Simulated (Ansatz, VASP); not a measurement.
**Tl: VASP beside Ansatz**

```
CELL_PARAMETERS angstrom
6.48143 0.00000 0.00000
0.00000 6.48143 0.00000
0.00000 0.00000 6.48143
ATOMIC_POSITIONS crystal
Tl 0.00000 0.00000 0.00000
Tl 0.50000 0.50000 0.50000
Tl 0.25000 0.00000 0.50000
Tl 0.75000 0.00000 0.50000
Tl 0.50000 0.25000 0.00000
Tl 0.50000 0.75000 0.00000
Tl 0.00000 0.50000 0.25000
Tl 0.00000 0.50000 0.75000
```

Alike in both runs: functional RPBE; k mesh 4 × 4 × 4; occupations fermi-dirac, width 0.1 eV; no spin polarisation.

Ansatz relaxed the structure, and its values are those at the end. VASP's run is a single point on that final structure, the one shown.

|  | VASP | Ansatz |
| --- | --- | --- |
| version | VASP 6.6.1 | Ansatz 0.2.0 |
| potentials or method | VASP PAW PBE potentials, release 64 (Tl_d), cutoff 520 eV | plane waves (420 eV) with PAW, scalar-relativistic |
| valence electrons in the cell | 104 | 104 |

|  | VASP | Ansatz | Ansatz less VASP |
| --- | --- | --- | --- |
| pressure (GPa) | -0.1 | 0.0 | +0.06 |

VASP's potentials were made for PBE, not for RPBE. The functional is the same, so the differences come from potentials, cutoffs and numerics.

Spin-orbit coupling is off throughout.
